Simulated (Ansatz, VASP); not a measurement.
## K: VASP beside Ansatz

Contents of INCAR:

```
ALGO = Normal ; EDIFF = 1E-7
ENCUT = 520 ; GGA = PE
ISIF = 2 ; ISMEAR = -1
LASPH = True ; LCHARG = False
LREAL = False ; LWAVE = False
NBANDS = 10 ; NELM = 80
PREC = Accurate ; SIGMA = 0.08
```

KPOINTS

```
k-points
0
Gamma
  10 10 10
```

File POSCAR:

```
K
1.0
    3.1700507842      0.0000000000      0.0000000000
    0.0000000000      3.1700507842      0.0000000000
    0.0000000000      0.0000000000      3.1700507842
K
1
Direct
    0.0000000000      0.0000000000      0.0000000000
```

Input for Ansatz:

```yaml
crystal:
  lattice:
    - [3.1700507842, 0.0, 0.0]
    - [0.0, 3.1700507842, 0.0]
    - [0.0, 0.0, 3.1700507842]
  atoms:
    - { symbol: K, position: [0.0, 0.0, 0.0] }
kpoints:
  mp_grid: { grid: [10, 10, 10] }
  band_path:
    path:
      - [0.0, 0.0, 0.0]
      - [0.0, 0.5, 0.0]
      - [0.5, 0.5, 0.0]
      - [0.0, 0.0, 0.0]
      - [0.5, 0.5, 0.5]
      - [0.0, 0.5, 0.0]
      - [0.5, 0.5, 0.5]
      - [0.5, 0.5, 0.0]
    npoints: 8
scf:
  occupations: { method: fermi_dirac, width: 0.08 }
hamiltonian:
  xc: pbe
  pseudopotentials: { kind: all_electron, lapw: { basis_error: 0.001 } }
output:
  forces: true
  stress: true
  eigenvalues: true
  populations: true
  dos: { projected: true, de: 0.2, e_range: [-14, 8] }
```

Change from the starting cell: volume scaled by 0.4, LAPW.

Alike in both runs: task single point; functional PBE; k mesh 10 × 10 × 10; occupations fermi-dirac, width 0.08 eV; no spin polarisation.

```csv
,VASP,Ansatz
version,VASP 6.6.1,Ansatz 0.2.0
potentials or method,"VASP PAW PBE potentials, release 64 (K_sv), cutoff 520 eV","all-electron LAPW, scalar-relativistic"
```

```tsv
	VASP	Ansatz	Ansatz less VASP
pressure (GPa)	12.2	12.2	-0.04
```

Ansatz ran all-electron here, and VASP with PAW potentials.
